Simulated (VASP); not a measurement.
**B4MoRu: single point with PBE**

The system is B4MoRu.

```xyz
6
Lattice="0.0000 3.5129 3.5129 3.5129 0.0000 3.5129 3.5129 3.5129 0.0000" Properties=species:S:1:pos:R:3 pbc="T T T"
B     0.5994    0.5994    0.5994
B     2.9135    2.9135    0.5994
B     2.9135    0.5994    2.9135
B     0.5994    2.9135    2.9135
Mo    1.7564    1.7564    1.7564
Ru    3.5129    3.5129    3.5129
```

The cell was built from a structure type or drawn by symmetry, and may not be a known phase.

```json
{
  "Program": "VASP 6.6.1",
  "Task": "single point",
  "Functional": "PBE",
  "Potentials or basis": "VASP PAW PBE potentials, release 64 (B, Mo_sv, Ru_pv)",
  "Cutoff": "520 eV",
  "k mesh": "4 × 4 × 4",
  "Occupations": "gaussian, width 0.1 eV",
  "Spin": "no spin polarisation"
}
```

```yaml
Pressure: 0.2 GPa
Band_gap_on_the_k_mesh: zero (bands 20 and 21 overlap by 0.20 eV)
```

Forces on the atoms (eV/Å):
```
B    0.002  0.002  0.002
B   -0.002 -0.002  0.002
B   -0.002  0.002 -0.002
B    0.002 -0.002 -0.002
Mo   0.000  0.000  0.000
Ru   0.000  0.000  0.000
```

Levels at points of the mesh, in eV from the Fermi level:
```
           k point  band 16  band 17  band 18  band 19  band 20  band 21  band 22  band 23  band 24  band 25
(0.00, 0.00, 0.00)    -1.74    -1.74    -0.40    -0.40    -0.40     0.60     0.60     3.72     3.72     3.72
(0.50, 0.00, 0.00)    -1.27    -1.27    -0.75    -0.75    -0.34    -0.09    -0.09     1.95     1.95     1.98
(0.50, 0.50, 0.00)    -2.36    -1.57    -0.56    -0.55    -0.55    -0.10     0.43     1.78     2.70     3.43
```

Wall time 25 s on 1 thread of Intel(R) Xeon(R) 6975P-C (Granite Rapids), with other jobs on the host, peak memory 0.24 GiB.

Caveat: the k points lie up to 0.39 Å⁻¹ apart.
